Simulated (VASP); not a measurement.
# InP (I4/mmm) in VASP: a series of runs, part 2 of 2

VASP 6.6.1.

## Step 3: Single point, PBE (19.56 Å³/atom)

This run uses another cell than the first one, of 19.56 Å³/atom.

File INCAR:

```
  PREC = Accurate
  ENCUT = 520
  EDIFF = 1E-6
  ISMEAR = 0
  SIGMA = 0.15
  LREAL = False
  LASPH = True
  NELM = 60
  ALGO = Normal
  ISIF = 2
  LWAVE = False
  LCHARG = False
  GGA = PE
  NBANDS = 16
```

File KPOINTS:

```
Automatic mesh
0
Gamma
  20 20 20
```

File POSCAR:

```
InP
1.0
    0.0000000000      2.5880463311      2.9198338708
    2.5880463311      0.0000000000      2.9198338708
    2.5880463311      2.5880463311      0.0000000000
In P
1 1
Direct
    0.0000000000      0.0000000000      0.0000000000
    0.5000000000      0.5000000000      0.5000000000
```

Potentials or basis: VASP PAW PBE potentials, release 64 (In_d, P).

Command:

```console
cat potpaw_PBE.64/In_d/POTCAR potpaw_PBE.64/P/POTCAR > POTCAR
mpirun -np 1 vasp_std > vasp.out
```

OUTCAR:

```text
PREC = Accurate
   ENCUT = 520
   EDIFF = 1E-6
   ISMEAR = 0
   LREAL = False
   LASPH = True
   NELM = 60
   ISIF = 2
   GGA = PE

 ion  position               nearest neighbor table
   1  0.000  0.000  0.000-   2 2.59   2 2.59   2 2.59   2 2.59   2 2.92   2 2.92
   2  0.500  0.500  0.500-   1 2.59   1 2.59   1 2.59   1 2.59   1 2.92   1 2.92

  LATTYP: Found a body centered tetragonal cell.
 ALAT       =     3.6600502215
 C/A-ratio  =     1.5955157411

  Lattice vectors:

 A1 = (  -2.5880463311,   0.0000000000,   2.9198338708)
 A2 = (   2.5880463311,   0.0000000000,   2.9198338708)
 A3 = (   0.0000000000,   2.5880463311,  -2.9198338708)

Analysis of symmetry for initial positions (statically):
=====================================================================
 Subroutine PRICEL returns:
 Original cell was already a primitive cell.

 Routine SETGRP: Setting up the symmetry group for a
 body centered tetragonal supercell.

 Subroutine GETGRP returns: Found 16 space group operations
 (whereof 16 operations were pure point group operations)
 out of a pool of 16 trial point group operations.

The static configuration has the point symmetry D_4h.

Analysis of symmetry for dynamics (positions and initial velocities):
=====================================================================
 Subroutine PRICEL returns:
 Original cell was already a primitive cell.

 Routine SETGRP: Setting up the symmetry group for a
 body centered tetragonal supercell.

 Subroutine GETGRP returns: Found 16 space group operations
 (whereof 16 operations were pure point group operations)
 out of a pool of 16 trial point group operations.

The dynamic configuration has the point symmetry D_4h.

 Subroutine INISYM returns: Found 16 space group operations
 (whereof 16 operations are pure point group operations),
 and found     1 'primitive' translations

----------------------------------------------------------------------------------------

[... 112 lines left out ...]
     AMIX_MAG =   1.60;   BMIX_MAG =  1.00
  volume/ion in A,a.u.               =      19.56       131.98
  Fermi-wavevector in a.u.,A,eV,Ry     =   1.263926  2.388473 21.735423  1.597509
  Thomas-Fermi vector in A             =   2.397258
   LORBIT       =      0    0 simple, 1 ext, 2 COOP (PROOUT), +10 PAW based schemes
   GGA     = PE    functional components
   LHFCALC =     F    Hartree Fock is set to
   AEXX    =    0.0000 exact exchange contribution
   IVDW    =     0    specifies the selected vdW correction
   LEPSILON=     F    determine dielectric tensor
   LRPA    =     F    only Hartree local field effects (RPA)
 non-spin polarized calculation
 Gauss-broadening in eV      SIGMA  =   0.15
  energy-cutoff  :      520.00
  volume of cell :       39.11
 maximum number of plane-waves:      1074
 NGX is ok and might be reduce to    30
   NGX = 15   NGY = 15   NGZ = 13

 number of electron      18.0000003 magnetization

 Free energy of the ion-electron system (eV)
  ---------------------------------------------------
  ext. energy  EPLUGINS =         0.00000000
  ---------------------------------------------------
  free energy    TOTEN  =        -7.68456108 eV

  energy without entropy =       -7.67400235  energy(sigma->0) =       -7.67928171

 E-fermi :   8.1096     XC(G=0): -10.7609

 val. band max:        8.1087731798   @ k =   0.3000   0.0500   0.1000
 cond. band min:       8.1099530247   @ k =  -0.1000   0.3500   0.2500
 fundamental gap:      0.0011798449
 Fermi energy:         8.1095732562

 k-point     1 :       0.0000    0.0000    0.0000
  band No.  band energies     occupation
      1      -6.3997      2.00000
      2      -6.3422      2.00000
      3      -6.3218      2.00000
      4      -6.2471      2.00000
      5      -6.2471      2.00000
      6      -4.5458      2.00000
[... 433 lines left out ...]
      3      -6.2911      2.00000
      4      -6.1885      2.00000
      5      -6.1732      2.00000
      6      -2.8785      2.00000
[... 8 lines left out ...]
     15      17.9148      0.00000
     16      19.7509      0.00000

 [... further k-points ...]

------------------------ aborting loop because EDIFF is reached ----------------------------------------

  FORCE on cell =-STRESS in cart. coord.  units (eV):
  Direction    XX          YY          ZZ          XY          YZ          ZX
  --------------------------------------------------------------------------------------
  -------------------------------------------------------------------------------------
  Total        3.7044922      3.7044922     -0.1338920      0.0000000      0.0000000     -0.0000000
  in kB      151.7424284    151.7424284     -5.4844485      0.0000000      0.0000000     -0.0000000
  external PRESSURE =      99.3334694 kB  Pullay stress =       0.0000000 kB

 VOLUME and BASIS-vectors are now :
 -----------------------------------------------------------------------------
  energy-cutoff  :      520.00
  volume of cell :       39.11
      direct lattice vectors                 reciprocal lattice vectors
     0.000000000  2.588046331  2.919833871    -0.193195923  0.193195923  0.171242619
     2.588046331  0.000000000  2.919833871     0.193195923 -0.193195923  0.171242619
     2.588046331  2.588046331  0.000000000     0.193195923  0.193195923 -0.171242619

 POSITION                                       TOTAL-FORCE (eV/Angst)
 -----------------------------------------------------------------------------------
      0.00000      0.00000      0.00000         0.000000     -0.000000      0.000000
      2.58805      2.58805      2.91983        -0.000000      0.000000     -0.000000
 -----------------------------------------------------------------------------------
    total drift:                               -0.000000      0.000000      0.000000

  FREE ENERGIE OF THE ION-ELECTRON SYSTEM (eV)
  ---------------------------------------------------
  free  energy   TOTEN  =        -7.6845610776 eV

  energy  without entropy=       -7.6740023478  energy(sigma->0) =       -7.67928171
```

OSZICAR:

```text
N       E                     dE             d eps       ncg     rms          rms(c)
DAV:   1     0.109766951725E+03    0.10977E+03   -0.85482E+03 20792   0.136E+03
DAV:   2    -0.148095839502E+01   -0.11125E+03   -0.10631E+03 23328   0.312E+02
DAV:   3    -0.789357537277E+01   -0.64126E+01   -0.63467E+01 26792   0.712E+01
DAV:   4    -0.804244838801E+01   -0.14887E+00   -0.14880E+00 25960   0.109E+01
DAV:   5    -0.804921825707E+01   -0.67699E-02   -0.67697E-02 30736   0.209E+00    0.580E+00
DAV:   6    -0.770474110944E+01    0.34448E+00   -0.57101E-01 31024   0.145E+01    0.336E+00
DAV:   7    -0.768577007061E+01    0.18971E-01   -0.11102E-01 31368   0.320E+00    0.132E+00
DAV:   8    -0.768453214004E+01    0.12379E-02   -0.98993E-03 27448   0.135E+00    0.279E-01
DAV:   9    -0.768455064642E+01   -0.18506E-04   -0.84929E-04 32632   0.500E-01    0.125E-01
DAV:  10    -0.768455094743E+01   -0.30101E-06   -0.68888E-05 25608   0.729E-02    0.641E-02
DAV:  11    -0.768456020550E+01   -0.92581E-05   -0.16469E-05 27440   0.312E-02    0.113E-02
DAV:  12    -0.768456107761E+01   -0.87211E-06   -0.33787E-06 25672   0.292E-02
   1 F= -.76845611E+01 E0= -.76792817E+01  d E =-.105587E-01
```

stdout:

```text
POSCAR found type information on POSCAR InP
 POSCAR found :  2 types and       2 ions
 scaLAPACK will be used
 LDA part: xc-table for (Slater+PW92), standard interpolation
 POSCAR, INCAR and KPOINTS ok, starting setup
 FFT: planning ... GRIDC
 FFT: planning ... GRID_SOFT
 FFT: planning ... GRID
 WAVECAR not read
 entering main loop
```

It took 8.9 min on 1 thread of Intel Xeon 8259CL, shared host; peak memory 0.49 GiB.

Results:

```yaml
Free_energy: -7.6846 eV
Pressure: 9.9 GPa
Band_gap_on_the_k_mesh: zero (bands 9 and 10 overlap by 2.67 eV)
```

Stress tensor (GPa, compression positive):
```
15.17  0.00  0.00
 0.00 15.17  0.00
 0.00  0.00 -0.55
```

Caveat: the stress differs along the axes, from -1 to 15 GPa; spin-orbit coupling is left out, which moves the levels of the heavy elements.

## Step 4: Single point, PBE (19.56 Å³/atom)

This run uses another cell than the first one, of 19.56 Å³/atom.

File INCAR:

```
SYSTEM = InP
ALGO = Normal ; EDIFF = 1E-7
ENCUT = 520 ; GGA = PE
ISIF = 2 ; ISMEAR = 0
LASPH = .TRUE. ; LCHARG = .FALSE.
LREAL = .FALSE. ; LWAVE = .FALSE.
NBANDS = 16 ; NELM = 80
PREC = Accurate ; SIGMA = 0.15
```

File KPOINTS:

```
k-points
0
G
  20 20 20
  0 0 0
```

File POSCAR:

```
InP
1.0
    0.0000000000      2.7673550555      2.5537152452
    2.7673550555      0.0000000000      2.5537152452
    2.7673550555      2.7673550555      0.0000000000
In P
1 1
Direct
    0.0000000000      0.0000000000      0.0000000000
    0.5000000000      0.5000000000      0.5000000000
```

Command:

```console
cat potpaw_PBE.64/In_d/POTCAR potpaw_PBE.64/P/POTCAR > POTCAR
mpirun -np 1 vasp_std > vasp.out
```

Wall time 8.9 min (1 thread of Intel Xeon 8259CL, shared host); peak memory 0.48 GiB.

Results (log left out):

- Free energy: -7.7558 eV
- Pressure: 8.7 GPa
- Band gap on the k mesh: zero (bands 9 and 10 overlap by 3.22 eV)

Stress tensor (GPa, compression positive):
```
 3.77  0.00  0.00
 0.00  3.77  0.00
 0.00  0.00 18.44
```

Levels at points of the mesh, in eV from the Fermi level:
```
           k point  band 6  band 7  band 8  band 9  band 10  band 11  band 12  band 13
(0.00, 0.00, 0.00)  -12.65   -0.92   -0.11   -0.11     1.27     6.96     6.96     7.52
(0.50, 0.00, 0.00)  -10.35   -7.13   -0.06    0.32     2.29     2.99     4.05     6.02
(0.50, 0.50, 0.00)   -8.40   -5.48   -2.95   -2.90    -2.90     3.40    10.33    10.33
(0.50, 0.00, 0.50)   -9.22   -5.51   -2.98   -2.06    -2.01     3.83     9.43    10.60
```

Caveat: the stress differs along the axes, from 4 to 18 GPa; spin-orbit coupling is left out, which moves the levels of the heavy elements.

## Step 5: Single point, PBE (19.56 Å³/atom)

This run uses another cell than the first one, of 19.56 Å³/atom.

File INCAR:

```
PREC = Accurate ; ENCUT = 520
EDIFF = 1E-7 ; ISMEAR = 0
SIGMA = 0.15 ; LREAL = F
LASPH = T ; NELM = 100
ALGO = Normal ; ISIF = 2
LWAVE = F ; LCHARG = T
GGA = PE ; LELF = T
LVHAR = T ; NBANDS = 16
```

File KPOINTS:

```
regular mesh
0
Gamma
  20 20 20
```

File POSCAR:

```
InP
1.0
    0.0000000000      2.6229965586      2.8425413706
    2.6229965586      0.0000000000      2.8425413706
    2.6229965586      2.6229965586      0.0000000000
In P
1 1
Direct
    0.0000000000      0.0000000000      0.0000000000
    0.5000000000      0.5000000000      0.5000000000
```

Command:

```console
cat potpaw_PBE.64/In_d/POTCAR potpaw_PBE.64/P/POTCAR > POTCAR
mpirun -np 1 vasp_std > vasp.out
```

It took 11 min on 1 thread of Intel Xeon 8259CL, shared host; peak memory 0.49 GiB.

Results (log left out):

```
Free energy            : -7.7721 eV
Pressure               : 8.6 GPa
Band gap on the k mesh : zero (bands 9 and 10 overlap by 2.76 eV)
```

Stress tensor (GPa, compression positive):
```
12.21  0.00  0.00
 0.00 12.21  0.00
 0.00  0.00  1.25
```

Levels at points of the mesh, in eV from the Fermi level:
| k point | band 6 | band 7 | band 8 | band 9 | band 10 | band 11 | band 12 | band 13 |
| --- | --- | --- | --- | --- | --- | --- | --- | --- |
| (0.00, 0.00, 0.00) | -12.66 | -0.62 | -0.62 | 0.06 | 1.26 | 6.74 | 7.34 | 7.34 |
| (0.50, 0.00, 0.00) | -10.35 | -7.13 | -0.12 | 0.39 | 2.19 | 3.39 | 3.73 | 5.98 |
| (0.50, 0.50, 0.00) | -9.55 | -5.50 | -2.40 | -2.40 | -1.73 | 3.92 | 10.39 | 10.87 |
| (0.50, 0.00, 0.50) | -8.65 | -5.51 | -3.24 | -2.69 | -2.27 | 3.56 | 9.19 | 10.93 |

Caveat: the stress differs along the axes, from 1 to 12 GPa; spin-orbit coupling is left out, which moves the levels of the heavy elements.

## Step 6: The runs side by side

```csv
cell,gap on the mesh (eV),pressure (GPa)
"a = 3.858, b = 3.858, c = 3.935 Å, angles 59.3, 59.3, 61.3°, 2 atoms",none,2.3
"a = 3.902, b = 3.902, c = 3.660 Å, angles 62.0, 62.0, 55.9°, 2 atoms",none,9.9
"a = 3.766, b = 3.766, c = 3.914 Å, angles 58.7, 58.7, 62.6°, 2 atoms",none,8.7
"a = 3.868, b = 3.868, c = 3.709 Å, angles 61.3, 61.3, 57.3°, 2 atoms",none,8.6
```

Alike in all rows: task single point; level PBE; potentials or basis VASP PAW PBE potentials, release 64 (In_d, P); no spin polarisation; k mesh 20 × 20 × 20; cutoff (eV) 520; smearing gaussian 0.15 eV.

Caveats: spin-orbit coupling is left out, which moves the levels of the heavy elements; the stress differs along the axes, from 1 to 6 GPa (at least some runs); the stress differs along the axes, from -1 to 15 GPa (at least some runs); the stress differs along the axes, from 4 to 18 GPa (at least some runs); the stress differs along the axes, from 1 to 12 GPa (at least some runs).

Absolute energies hang on the potentials; compare differences alone.
